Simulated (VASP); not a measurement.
# VCrC2 (P6/mmm) in VASP: further runs

The runs below take VCrC2 through single point, relaxation of cell and atoms, with PBE.

All numbers are computed with VASP 6.6.1; they aren't measurements. Logs are shortened: lines on timing, memory, paths and dates and some standing lists are left out, and cuts for length are marked.

### 1 The cell of the first run

It takes space group P6/mmm (No. 191, hexagonal). Conventional cell: a = 3.659 Å, b = 3.659 Å, c = 4.613 Å, α = 90.00°, β = 90.00°, γ = 120.00°. V (site symmetry 6/mmm) has 6 C at 2.11 Å and 2 Cr at 2.31 Å within 2.8 Å. Within 3.0 Å of Cr (site symmetry 6/mmm) lie 2 V at 2.31 Å. C (site symmetry -6m2) has 3 C at 2.11 Å and 3 V at 2.11 Å within 2.8 Å.

### 2 Single point, PBE, collinear spin, ferrimagnetic start

File INCAR:

```
SYSTEM = VCrC2
ALGO = Normal ; EDIFF = 1E-7
ENCUT = 520 ; GGA = PE
ISIF = 2 ; ISMEAR = 0
ISPIN = 2 ; LASPH = .True.
LCHARG = .True. ; LELF = .True.
LMAXMIX = 4 ; LORBIT = 11
LREAL = .False. ; LVHAR = .True.
LWAVE = .False. ; MAGMOM = 2 -3 0 0
NBANDS = 28 ; NELM = 150
PREC = Accurate ; SIGMA = 0.1
```

File KPOINTS:

```
k-points
0
Gamma
  6 6 4
  0 0 0
```

File POSCAR:

```
VCrC2
1.0
    3.6586133300      0.0000000000      0.0000000000
   -1.8293066700      3.1684520900      0.0000000000
    0.0000000000      0.0000000000      4.6132974900
V Cr C
1 1 2
Direct
    0.0000000000      0.0000000000      0.0000000000
    0.0000000000      0.0000000000      0.5000000000
    0.3333333300      0.6666666700      0.0000000000
    0.6666666700      0.3333333300      0.0000000000
```

Potentials or basis: VASP PAW PBE potentials, release 64 (V_sv, Cr_pv, C).

Launch:

```
cat potpaw_PBE.64/V_sv/POTCAR potpaw_PBE.64/Cr_pv/POTCAR potpaw_PBE.64/C/POTCAR > POTCAR
mpirun -np 1 vasp_std > vasp.out
```

OUTCAR:

```text
SYSTEM = VCrC2
   EDIFF = 1E-7
   ENCUT = 520
   GGA = PE
   ISIF = 2
   ISMEAR = 0
   ISPIN = 2
   LASPH = .True.
   LORBIT = 11
   LREAL = .False.
   NELM = 150
   PREC = Accurate

 ion  position               nearest neighbor table
   1  0.000  0.000  0.000-   3 2.11   4 2.11   4 2.11   3 2.11   4 2.11   3 2.11   2 2.31   2 2.31

   2  0.000  0.000  0.500-   1 2.31   1 2.31
   3  0.333  0.667  0.000-   1 2.11   1 2.11   1 2.11
   4  0.667  0.333  0.000-   1 2.11   1 2.11   1 2.11

  LATTYP: Found a hexagonal cell.
 ALAT       =     3.6586133300
 C/A-ratio  =     1.2609415300

  Lattice vectors:

 A1 = (   3.6586133300,   0.0000000000,   0.0000000000)
 A2 = (  -1.8293066700,   3.1684520900,   0.0000000000)
 A3 = (   0.0000000000,   0.0000000000,   4.6132974900)

Analysis of symmetry for initial positions (statically):
=====================================================================
 Subroutine PRICEL returns:
 Original cell was already a primitive cell.

 Routine SETGRP: Setting up the symmetry group for a
 hexagonal supercell.

 Subroutine GETGRP returns: Found 24 space group operations
 (whereof 24 operations were pure point group operations)
 out of a pool of 24 trial point group operations.

The static configuration has the point symmetry D_6h.

Analysis of symmetry for dynamics (positions and initial velocities):
=====================================================================
 Subroutine PRICEL returns:
 Original cell was already a primitive cell.

 Routine SETGRP: Setting up the symmetry group for a
 hexagonal supercell.

 Subroutine GETGRP returns: Found 24 space group operations
 (whereof 24 operations were pure point group operations)
 out of a pool of 24 trial point group operations.

The dynamic configuration has the point symmetry D_6h.

Analysis of structural, dynamic, and magnetic symmetry:
=====================================================================
 Subroutine PRICEL returns:
 Original cell was already a primitive cell.

 Routine SETGRP: Setting up the symmetry group for a
 hexagonal supercell.

 Subroutine GETGRP returns: Found 24 space group operations
 (whereof 24 operations were pure point group operations)
 out of a pool of 24 trial point group operations.

The overall configuration has the point symmetry D_6h.

 Subroutine INISYM returns: Found 24 space group operations
 (whereof 24 operations are pure point group operations),
 and found     1 'primitive' translations

----------------------------------------------------------------------------------------

                                     Primitive cell

  volume of cell :      53.4780

  direct lattice vectors                    reciprocal lattice vectors
     3.658613330  0.000000000  0.000000000     0.273327600  0.157805764  0.000000000
    -1.829306670  3.168452090  0.000000000     0.000000000  0.315611526  0.000000000
     0.000000000  0.000000000  4.613297490     0.000000000  0.000000000  0.216764690

  length of vectors
     3.658613330  3.658613336  4.613297490     0.315611527  0.315611526  0.216764690

  position of ions in fractional coordinates (direct lattice)
     0.000000000  0.000000000  0.000000000
     0.000000000  0.000000000  0.500000000
     0.333333330  0.666666670  0.000000000
     0.666666670  0.333333330  0.000000000

  ion indices of the primitive-cell ions
   primitive index   ion index
                 1           1
                 2           2
                 3           3
                 4           4

----------------------------------------------------------------------------------------

 KPOINTS: k-points

Automatic generation of k-mesh.
 Grid dimensions read from file:
 generate k-points for:    6    6    4

 Generating k-lattice:

  Cartesian coordinates                     Fractional coordinates (reciprocal lattice)
     0.045554600  0.026300961  0.000000000     0.166666667 -0.000000000  0.000000000
     0.000000000  0.052601921  0.000000000     0.000000000  0.166666667  0.000000000
     0.000000000  0.000000000  0.054191172     0.000000000  0.000000000  0.250000000

  Length of vectors
     0.052601921  0.052601921  0.054191172

  Shift w.r.t. Gamma in fractional coordinates (k-lattice)
     0.000000000  0.000000000  0.000000000

 Subroutine IBZKPT returns following result:
 ===========================================

 Found     21 irreducible k-points:

 Following reciprocal coordinates:
            Coordinates               Weight
  0.000000  0.000000  0.000000      1.000000
  0.166667  0.000000  0.000000      6.000000
  0.333333 -0.000000  0.000000      6.000000
  0.500000  0.000000  0.000000      3.000000
  0.166667  0.166667  0.000000      6.000000
  0.333333  0.166667  0.000000     12.000000
[... 13 lines left out ...]
  0.333333  0.166667  0.500000     12.000000
  0.333333  0.333333  0.500000      2.000000
   k-points           NKPTS =     21   k-points in BZ     NKDIM =     21   number of bands    NBANDS=     28
   number of dos      NEDOS =    301   number of ions     NIONS =      4
   total plane-waves  NPLWV =  28224
   dimension x,y,z NGX =    28 NGY =   28 NGZ =   36
   dimension x,y,z NGXF=    56 NGYF=   56 NGZF=   72
   ions per type =               1   1   2
   NGX,Y,Z   is equivalent  to a cutoff of  12.72, 12.72, 12.97 a.u.
   NGXF,Y,Z  is equivalent  to a cutoff of  25.45, 25.45, 25.95 a.u.
 SYSTEM =  VCrC2
   PREC   = accura    normal or accurate (medium, high low for compatibility)
   ISTART =      0    job   : 0-new  1-cont  2-samecut
   ICHARG =      2    charge: 1-file 2-atom 10-const
   ISPIN  =      2    spin polarized calculation?
   LNONCOLLINEAR =      F non collinear calculations
   LSORBIT =      F    spin-orbit coupling
   LASPH  =      T    aspherical Exc in radial PAW
   ENCUT  =  520.0 eV  38.22 Ry    6.18 a.u.   6.80  6.80  8.58*2*pi/ulx,y,z
   NELM   =    150;   NELMIN=  2; NELMDL= -5     # of ELM steps
   EDIFF  = 0.1E-06   stopping-criterion for ELM
   LREAL  =      F    real-space projection
   EDIFFG = 0.1E-05   stopping-criterion for IOM
   NSW    =      0    number of steps for IOM
   IBRION =     -1    ionic relax: 0-MD 1-quasi-New 2-CG
   NFREE  =      0    steps in history (QN), initial steepest desc. (CG)
   ISIF   =      2    stress and relaxation
   ISYM   =      2    0-nonsym 1-usesym 2-fastsym
   POTIM  = 0.5000    time-step for ionic-motion
   TEBEG  =    0.0;   TEEND  =   0.0 temperature during run
   PSTRESS=    0.0 pullay stress
   NELECT =      33.0000    total number of electrons
   NUPDOWN=      -1.0000    fix difference up-down
   EMIN   =  10.00;   EMAX   =-10.00  energy-range for DOS
   EFERMI =   0.00;   METHOD = LEGACY
   ISMEAR =     0;   SIGMA  =   0.10  broadening in eV -4-tet -1-fermi 0-gaus
   EFERMI_NEDOS =   21; number of points for ismear=-14 and -15
   IALGO  =     38    algorithm
   IMIX   =      4    mixing-type and parameters
     AMIX     =   0.40;   BMIX     =  1.00
     AMIX_MAG =   1.60;   BMIX_MAG =  1.00
  volume/ion in A,a.u.               =      13.37        90.22
  Fermi-wavevector in a.u.,A,eV,Ry     =   1.393759  2.633823 26.430200  1.942565
  Thomas-Fermi vector in A             =   2.517374
   LORBIT       =     11    0 simple, 1 ext, 2 COOP (PROOUT), +10 PAW based schemes
   GGA     = PE    functional components
   LHFCALC =     F    Hartree Fock is set to
   AEXX    =    0.0000 exact exchange contribution
   IVDW    =     0    specifies the selected vdW correction
   LEPSILON=     F    determine dielectric tensor
   LRPA    =     F    only Hartree local field effects (RPA)
 spin polarized calculation
 Gauss-broadening in eV      SIGMA  =   0.10
  energy-cutoff  :      520.00
  volume of cell :       53.48
 maximum number of plane-waves:      1473
 NGX is ok and might be reduce to    28
   NGX = 13   NGY = 13   NGZ = 17

 number of electron      32.9999979 magnetization      -2.7356340

 Free energy of the ion-electron system (eV)
  ---------------------------------------------------
  ext. energy  EPLUGINS =         0.00000000
  ---------------------------------------------------
  free energy    TOTEN  =       -28.25549070 eV

  energy without entropy =      -28.23941845  energy(sigma->0) =      -28.24745457

 E-fermi :   6.1093     XC(G=0): -10.9635

 val. band max:        6.1046140417   @ k =   0.3333   0.1667   0.0000
 cond. band min:       6.1640918120   @ k =   0.5000   0.0000   0.2500
 fundamental gap:      0.0594777703
 Fermi energy:         6.1092814215

 spin component 1

 k-point     1 :       0.0000    0.0000    0.0000
  band No.  band energies     occupation
      1     -57.9162      1.00000
      2     -35.1422      1.00000
      3     -34.4130      1.00000
      4     -34.4130      1.00000
      5     -31.9540      1.00000
      6     -31.6968      1.00000
[... 20 lines left out ...]
     27      15.2597      0.00000
     28      17.0829      0.00000

 k-point     2 :       0.1667    0.0000    0.0000
  band No.  band energies     occupation
      1     -57.9155      1.00000
      2     -35.1416      1.00000
      3     -34.4165      1.00000
      4     -34.4139      1.00000
      5     -31.9531      1.00000
      6     -31.7103      1.00000
[... 20 lines left out ...]
     27      14.8978      0.00000
     28      16.3016      0.00000

 k-point     3 :       0.3333   -0.0000    0.0000
  band No.  band energies     occupation
      1     -57.9141      1.00000
      2     -35.1404      1.00000
      3     -34.4236      1.00000
      4     -34.4158      1.00000
      5     -31.9512      1.00000
      6     -31.7370      1.00000
[... 522 lines left out ...]
      2     -34.9982      1.00000
      3     -34.4228      1.00000
      4     -34.4161      1.00000
      5     -32.1282      1.00000
      6     -31.7475      1.00000
[... 20 lines left out ...]
     27      13.3548      0.00000
     28      14.5555      0.00000

 k-point    21 :       0.3333    0.3333    0.5000
  band No.  band energies     occupation
      1     -57.9151      1.00000
      2     -34.9980      1.00000
      3     -34.4206      1.00000
      4     -34.4206      1.00000
      5     -32.1276      1.00000
      6     -31.7389      1.00000
[... 20 lines left out ...]
     27      13.0727      0.00000
     28      13.0727      0.00000
 Fermi energy:         6.1092814215

 spin component 2

 k-point     1 :       0.0000    0.0000    0.0000
  band No.  band energies     occupation
      1     -57.1482      1.00000
      2     -38.0201      1.00000
      3     -37.9247      1.00000
      4     -37.9247      1.00000
      5     -31.1011      1.00000
      6     -31.0297      1.00000
[... 20 lines left out ...]
     27      12.4095      0.00000
     28      14.8828      0.00000

 k-point     2 :       0.1667    0.0000    0.0000
  band No.  band energies     occupation
      1     -57.1475      1.00000
      2     -38.0197      1.00000
      3     -37.9277      1.00000
      4     -37.9255      1.00000
      5     -31.0999      1.00000
      6     -31.0440      1.00000
[... 20 lines left out ...]
     27      12.6894      0.00000
     28      14.5870      0.00000

 k-point     3 :       0.3333   -0.0000    0.0000
  band No.  band energies     occupation
      1     -57.1460      1.00000
      2     -38.0189      1.00000
      3     -37.9337      1.00000
      4     -37.9271      1.00000
      5     -31.0977      1.00000
      6     -31.0725      1.00000
[... 523 lines left out ...]
      3     -37.9346      1.00000
      4     -37.9288      1.00000
      5     -31.1836      1.00000
      6     -31.0815      1.00000
[... 20 lines left out ...]
     27      12.4097      0.00000
     28      13.2614      0.00000

 k-point    21 :       0.3333    0.3333    0.5000
  band No.  band energies     occupation
      1     -57.1473      1.00000
      2     -37.9653      1.00000
      3     -37.9326      1.00000
      4     -37.9326      1.00000
      5     -31.1830      1.00000
      6     -31.0724      1.00000
[... 20 lines left out ...]
     27      11.7629      0.00000
     28      11.9696      0.00000

------------------------ aborting loop because EDIFF is reached ----------------------------------------

  FORCE on cell =-STRESS in cart. coord.  units (eV):
  Direction    XX          YY          ZZ          XY          YZ          ZX
  --------------------------------------------------------------------------------------
  -------------------------------------------------------------------------------------
  Total       -1.7115417     -1.7115417      2.3053740      0.0000000     -0.0000000      0.0000000
  in kB      -51.2770396    -51.2770397     69.0679958      0.0000001     -0.0000000      0.0000000
  external PRESSURE =     -11.1620279 kB  Pullay stress =       0.0000000 kB

 VOLUME and BASIS-vectors are now :
 -----------------------------------------------------------------------------
  energy-cutoff  :      520.00
  volume of cell :       53.48
      direct lattice vectors                 reciprocal lattice vectors
     3.658613330  0.000000000  0.000000000     0.273327600  0.157805764  0.000000000
    -1.829306670  3.168452090  0.000000000     0.000000000  0.315611526  0.000000000
     0.000000000  0.000000000  4.613297490     0.000000000  0.000000000  0.216764690

 POSITION                                       TOTAL-FORCE (eV/Angst)
 -----------------------------------------------------------------------------------
      0.00000      0.00000      0.00000        -0.000000      0.000000      0.000000
      0.00000      0.00000      2.30665        -0.000000      0.000000      0.000000
     -0.00000      2.11230      0.00000        -0.000000      0.000000      0.000000
      1.82931      1.05615      0.00000         0.000000     -0.000000      0.000000
 -----------------------------------------------------------------------------------
    total drift:                               -0.000000     -0.000000     -0.000000

  FREE ENERGIE OF THE ION-ELECTRON SYSTEM (eV)
  ---------------------------------------------------
  free  energy   TOTEN  =       -28.2554907009 eV

  energy  without entropy=      -28.2394184471  energy(sigma->0) =      -28.24745457

 total charge

# of ion       s       p       d       tot
------------------------------------------
    1        2.341   6.256   3.349  11.946
    2        0.261   6.095   4.257  10.613
    3        0.963   1.236   0.000   2.199
    4        0.963   1.236   0.000   2.199
--------------------------------------------------
tot          4.527  14.823   7.606  26.956

 magnetization (x)

# of ion       s       p       d       tot
------------------------------------------
    1        0.028  -0.003   0.789   0.815
    2       -0.045   0.011  -3.294  -3.327
    3       -0.013   0.034   0.000   0.021
    4       -0.013   0.034   0.000   0.021
--------------------------------------------------
tot         -0.042   0.075  -2.505  -2.471
```

Run time: 2.5 min. Hardware: 1 thread of Intel Xeon 6975P-C, shared host; peak memory 0.22 GiB.

Results:

| Item | Value |
| --- | --- |
| Free energy | -28.2555 eV |
| Pressure | -1.1 GPa |
| Net moment | -2.74 μB per cell |
| Site moments | V +0.81; Cr -3.33; C +0.02 μB |
| Valence electrons inside the program's atomic spheres | V 11.95; Cr 10.61; C 2.20 |

(Part 1 of 2 ends here.)
